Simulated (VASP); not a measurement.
# TiO2 (Cmcm) in VASP: settings compared, part 2 of 2

VASP 6.6.1. The steps go on from the part before.

### Step 6. Single point, BLYP

Contents of INCAR:

```
SYSTEM = TiO2
PREC = Accurate
ENCUT = 520
EDIFF = 1E-6
ISMEAR = -1
SIGMA = 0.05
LREAL = .False.
LASPH = .True.
NELM = 100
ALGO = Normal
ISIF = 2
LWAVE = .False.
LCHARG = .True.
GGA = B5
ALDAX = 1.0
AGGAX = 1.0
AGGAC = 1.0
ALDAC = 0.0
LELF = .True.
LVHAR = .True.
NBANDS = 60
```

Contents of KPOINTS:

```
Automatic mesh
0
Gamma
  9 9 3
  0 0 0
```

Contents of POSCAR:

```
TiO2
1.0
    1.4740970000     -4.7965300000      0.0000000000
    1.4740970000      4.7965300000      0.0000000000
    0.0000000000      0.0000000000     10.2352230000
Ti O
4 8
Direct
    0.8669130000      0.1330870000      0.5831420000
    0.1330870000      0.8669130000      0.4168580000
    0.8669130000      0.1330870000      0.9168580000
    0.1330870000      0.8669130000      0.0831420000
    0.5000000000      0.5000000000      0.5000000000
    0.5000000000      0.5000000000      0.0000000000
    0.9342350000      0.0657650000      0.7500000000
    0.0657650000      0.9342350000      0.2500000000
    0.7544000000      0.2456000000      0.1028660000
    0.2456000000      0.7544000000      0.8971340000
    0.2456000000      0.7544000000      0.6028660000
    0.7544000000      0.2456000000      0.3971340000
```

Potentials or basis: VASP PAW PBE potentials, release 64 (Ti_sv, O).

Run with:

```
cat potpaw_PBE.64/Ti_sv/POTCAR potpaw_PBE.64/O/POTCAR > POTCAR
mpirun -np 1 vasp_std > vasp.out
```

OUTCAR:

```text
SYSTEM = TiO2
   PREC = Accurate
   ENCUT = 520
   EDIFF = 1E-6
   ISMEAR = -1
   LREAL = .False.
   LASPH = .True.
   NELM = 100
   ISIF = 2
   GGA = B5

 ion  position               nearest neighbor table
   1  0.867  0.133  0.583-   7 1.83  11 1.89  11 1.89   5 2.13   5 2.13  12 2.19
   2  0.133  0.867  0.417-   8 1.83  12 1.89  12 1.89   5 2.13   5 2.13  11 2.19
   3  0.867  0.133  0.917-   7 1.83  10 1.89  10 1.89   6 2.13   6 2.13   9 2.19
   4  0.133  0.867  0.083-   8 1.83   9 1.89   9 1.89   6 2.13   6 2.13  10 2.19
   5  0.500  0.500  0.500-   2 2.13   1 2.13   2 2.13   1 2.13
   6  0.500  0.500  0.000-   4 2.13   3 2.13   4 2.13   3 2.13
   7  0.934  0.066  0.750-   1 1.83   3 1.83
   8  0.066  0.934  0.250-   2 1.83   4 1.83
   9  0.754  0.246  0.103-   4 1.89   4 1.89   3 2.19
  10  0.246  0.754  0.897-   3 1.89   3 1.89   4 2.19
  11  0.246  0.754  0.603-   1 1.89   1 1.89   2 2.19
  12  0.754  0.246  0.397-   2 1.89   2 1.89   1 2.19

  LATTYP: Found a base centered orthorhombic cell.
 ALAT       =     2.9481940000
 B/A-ratio  =     3.2538767802
 C/A-ratio  =     3.4716925006

  Lattice vectors:

 A1 = (   1.4740970000,  -4.7965300000,   0.0000000000)
 A2 = (   1.4740970000,   4.7965300000,   0.0000000000)
 A3 = (   0.0000000000,   0.0000000000,  10.2352230000)

Analysis of symmetry for initial positions (statically):
=====================================================================
 Subroutine PRICEL returns:
 Original cell was already a primitive cell.

 Routine SETGRP: Setting up the symmetry group for a
 base centered orthorhombic supercell.

 Subroutine GETGRP returns: Found  8 space group operations
 (whereof  4 operations were pure point group operations)
 out of a pool of  8 trial point group operations.

The static configuration has the point symmetry C_2h.
 The point group associated with its full space group is D_2h.

Analysis of symmetry for dynamics (positions and initial velocities):
=====================================================================
 Subroutine PRICEL returns:
 Original cell was already a primitive cell.

 Routine SETGRP: Setting up the symmetry group for a
 base centered orthorhombic supercell.

 Subroutine GETGRP returns: Found  8 space group operations
 (whereof  4 operations were pure point group operations)
 out of a pool of  8 trial point group operations.

The dynamic configuration has the point symmetry C_2h.
 The point group associated with its full space group is D_2h.

 Subroutine INISYM returns: Found  8 space group operations
 (whereof  4 operations are pure point group operations),
 and found     1 'primitive' translations

----------------------------------------------------------------------------------------

                                     Primitive cell

  volume of cell :     144.7373

  direct lattice vectors                    reciprocal lattice vectors
     1.474097000 -4.796530000  0.000000000     0.339190705 -0.104242025  0.000000000
     1.474097000  4.796530000  0.000000000     0.339190705  0.104242025  0.000000000
[... 87 lines left out ...]
   k-points           NKPTS =     50   k-points in BZ     NKDIM =     50   number of bands    NBANDS=     60
   number of dos      NEDOS =    301   number of ions     NIONS =     12
   total plane-waves  NPLWV = 128000
   dimension x,y,z NGX =    40 NGY =   40 NGZ =   80
   dimension x,y,z NGXF=    80 NGYF=   80 NGZF=  160
   ions per type =               4   8
   NGX,Y,Z   is equivalent  to a cutoff of  13.25, 13.25, 12.99 a.u.
   NGXF,Y,Z  is equivalent  to a cutoff of  26.50, 26.50, 25.99 a.u.
 SYSTEM =  TiO2
   PREC   = accura    normal or accurate (medium, high low for compatibility)
   ISTART =      0    job   : 0-new  1-cont  2-samecut
   ICHARG =      2    charge: 1-file 2-atom 10-const
   ISPIN  =      1    spin polarized calculation?
   LNONCOLLINEAR =      F non collinear calculations
   LSORBIT =      F    spin-orbit coupling
   LASPH  =      T    aspherical Exc in radial PAW
   ENCUT  =  520.0 eV  38.22 Ry    6.18 a.u.   9.33  9.33 19.03*2*pi/ulx,y,z
   NELM   =    100;   NELMIN=  2; NELMDL= -5     # of ELM steps
   EDIFF  = 0.1E-05   stopping-criterion for ELM
   LREAL  =      F    real-space projection
   EDIFFG = 0.1E-04   stopping-criterion for IOM
   NSW    =      0    number of steps for IOM
   IBRION =     -1    ionic relax: 0-MD 1-quasi-New 2-CG
   NFREE  =      0    steps in history (QN), initial steepest desc. (CG)
   ISIF   =      2    stress and relaxation
   ISYM   =      2    0-nonsym 1-usesym 2-fastsym
   POTIM  = 0.5000    time-step for ionic-motion
   TEBEG  =    0.0;   TEEND  =   0.0 temperature during run
   PSTRESS=    0.0 pullay stress
   NELECT =      96.0000    total number of electrons
   NUPDOWN=      -1.0000    fix difference up-down
   EMIN   =  10.00;   EMAX   =-10.00  energy-range for DOS
   EFERMI =   0.00;   METHOD = LEGACY
   ISMEAR =    -1;   SIGMA  =   0.05  broadening in eV -4-tet -1-fermi 0-gaus
   EFERMI_NEDOS =   21; number of points for ismear=-14 and -15
   IALGO  =     38    algorithm
   IMIX   =      4    mixing-type and parameters
     AMIX     =   0.40;   BMIX     =  1.00
     AMIX_MAG =   1.60;   BMIX_MAG =  1.00
  volume/ion in A,a.u.               =      12.06        81.39
  Fermi-wavevector in a.u.,A,eV,Ry     =   1.427705  2.697971 27.733310  2.038341
  Thomas-Fermi vector in A             =   2.547846
   LORBIT       =      0    0 simple, 1 ext, 2 COOP (PROOUT), +10 PAW based schemes
   GGA     = B5    functional components
   LHFCALC =     F    Hartree Fock is set to
   AEXX    =    0.0000 exact exchange contribution
   IVDW    =     0    specifies the selected vdW correction
   LEPSILON=     F    determine dielectric tensor
   LRPA    =     F    only Hartree local field effects (RPA)
 non-spin polarized calculation
  energy-cutoff  :      520.00
  volume of cell :      144.74
 maximum number of plane-waves:      3924
 NGX is ok and might be reduce to    40
   NGX = 19   NGY = 19   NGZ = 39

 number of electron      95.9999996 magnetization

 Free energy of the ion-electron system (eV)
  ---------------------------------------------------
  ext. energy  EPLUGINS =         0.00000000
  ---------------------------------------------------
  free energy    TOTEN  =      -101.65844301 eV

  energy without entropy =     -101.65844301  energy(sigma->0) =     -101.65844301

 E-fermi :   4.1498     XC(G=0):  -9.9964

 val. band max:        2.8417052103   @ k =   0.4444   0.4444   0.3333
 cond. band min:       5.4125803060   @ k =  -0.4444   0.4444   0.0000
 fundamental gap:      2.5708750957
 Fermi energy:         4.1498237213

 k-point     1 :       0.0000    0.0000    0.0000
  band No.  band energies     occupation
      1     -53.2460      2.00000
      2     -53.2414      2.00000
      3     -53.2174      2.00000
      4     -53.2127      2.00000
      5     -29.8047      2.00000
      6     -29.7886      2.00000
[... 1501 lines left out ...]
     59       7.3191      0.00000
     60       7.3615      0.00000

 [... further k-points ...]

------------------------ aborting loop because EDIFF is reached ----------------------------------------

  FORCE on cell =-STRESS in cart. coord.  units (eV):
  Direction    XX          YY          ZZ          XY          YZ          ZX
  --------------------------------------------------------------------------------------
  -------------------------------------------------------------------------------------
  Total        4.3591124      3.2726836      3.4551664      0.0000000     -0.0000000      0.0000000
  in kB       48.2534220     36.2271422     38.2471444      0.0000000     -0.0000000      0.0000000
  external PRESSURE =      40.9092362 kB  Pullay stress =       0.0000000 kB

 VOLUME and BASIS-vectors are now :
 -----------------------------------------------------------------------------
  energy-cutoff  :      520.00
  volume of cell :      144.74
      direct lattice vectors                 reciprocal lattice vectors
     1.474097000 -4.796530000  0.000000000     0.339190705 -0.104242025  0.000000000
     1.474097000  4.796530000  0.000000000     0.339190705  0.104242025  0.000000000
     0.000000000  0.000000000 10.235223000     0.000000000  0.000000000  0.097701828

 POSITION                                       TOTAL-FORCE (eV/Angst)
 -----------------------------------------------------------------------------------
      1.47410     -3.51982      5.96859         0.000000     -0.062279      0.000093
      1.47410      3.51982      4.26663         0.000000      0.062279     -0.000093
      1.47410     -3.51982      9.38425         0.000000     -0.062279     -0.000093
      1.47410      3.51982      0.85098         0.000000      0.062279      0.000093
      1.47410      0.00000      5.11761        -0.000000      0.000000     -0.000000
      1.47410      0.00000      0.00000         0.000000      0.000000     -0.000000
      1.47410     -4.16564      7.67642         0.000000     -0.169835     -0.000000
      1.47410      4.16564      2.55881         0.000000      0.169835     -0.000000
      1.47410     -2.44047      1.05286         0.000000     -0.140324      0.083594
      1.47410      2.44047      9.18237         0.000000      0.140324     -0.083594
      1.47410      2.44047      6.17047         0.000000      0.140324      0.083594
      1.47410     -2.44047      4.06476         0.000000     -0.140324     -0.083594
 -----------------------------------------------------------------------------------
    total drift:                                0.000000      0.000000      0.000000

  FREE ENERGIE OF THE ION-ELECTRON SYSTEM (eV)
  ---------------------------------------------------
  free  energy   TOTEN  =      -101.6584430091 eV

  energy  without entropy=     -101.6584430091  energy(sigma->0) =     -101.65844301
```

Wall time 19 min (1 thread of AMD EPYC 7R13, shared host); peak memory 0.51 GiB.

What came out:

- Free energy: -101.6584 eV
- Pressure: 4.1 GPa
- Largest force: 0.170 eV/Å
- Band gap on the k mesh: 2.57 eV (least direct gap 2.65 eV)

Forces on the atoms (eV/Å):
```
Ti   0.000 -0.062  0.000
Ti   0.000  0.062  0.000
Ti   0.000 -0.062  0.000
Ti   0.000  0.062  0.000
O    0.000  0.000  0.000
O    0.000  0.000  0.000
O    0.000 -0.170  0.000
O    0.000  0.170  0.000
O    0.000 -0.140  0.084
O    0.000  0.140 -0.084
O    0.000  0.140  0.084
O    0.000 -0.140 -0.084
```

Levels at points of the mesh, in eV from the valence-band top:
```csv
k point,band 45,band 46,band 47,band 48,band 49,band 50,band 51,band 52
"(0.00, 0.00, 0.00)",-0.48,-0.42,-0.14,-0.12,2.75,2.77,3.00,3.47
```

Caveat: the cell stands under pressure; the PAW data sets were made with another functional, which shifts forces and pressure a little; an odd mesh through Γ misses points on the zone boundary, where band edges can lie.

### Step 7. Summary

```csv
level,potentials or basis,cell,k mesh,gap on the mesh (eV),pressure (GPa),largest force (eV/Å)
LDA,"VASP PAW LDA potentials, release 64 (Ti_sv, O)","a = 5.018, b = 5.018, c = 10.235 Å, angles 90.0, 90.0, 145.8°, 12 atoms, atomic positions A",9 × 9 × 3,2.48,-11.1,0.61
RPBE,"VASP PAW PBE potentials, release 64 (Ti_sv, O)","a = 5.069, b = 5.069, c = 10.346 Å, angles 90.0, 90.0, 146.0°, 12 atoms, atomic positions B",9 × 9 × 3,2.69,0.5,0.07
PBE,"VASP PAW PBE potentials, release 64 (Ti_sv, O)","a = 5.018, b = 5.018, c = 10.235 Å, angles 90.0, 90.0, 145.8°, 12 atoms, atomic positions A",3 × 3 × 1,2.78,-0.7,0.14
PBE,"VASP PAW PBE potentials, release 64 (Ti_sv, O)","a = 5.018, b = 5.018, c = 10.235 Å, angles 90.0, 90.0, 145.8°, 12 atoms, atomic positions A",9 × 9 × 3,2.56,-0.7,0.09
BLYP,"VASP PAW PBE potentials, release 64 (Ti_sv, O)","a = 5.018, b = 5.018, c = 10.235 Å, angles 90.0, 90.0, 145.8°, 12 atoms, atomic positions A",9 × 9 × 3,2.57,4.1,0.17
```

Alike in all rows: task single point; no spin polarisation; cutoff (eV) 520; smearing fermi-dirac 0.05 eV.

Caveats: some runs use coarse meshes; an odd mesh through Γ misses points on the zone boundary, where band edges can lie; the PAW data sets were made with another functional, which shifts forces and pressure a little (at least some runs); the cell stands under tension (at least some runs); the cell stands under pressure (at least some runs).

Absolute energies hang on the potentials; compare differences alone.
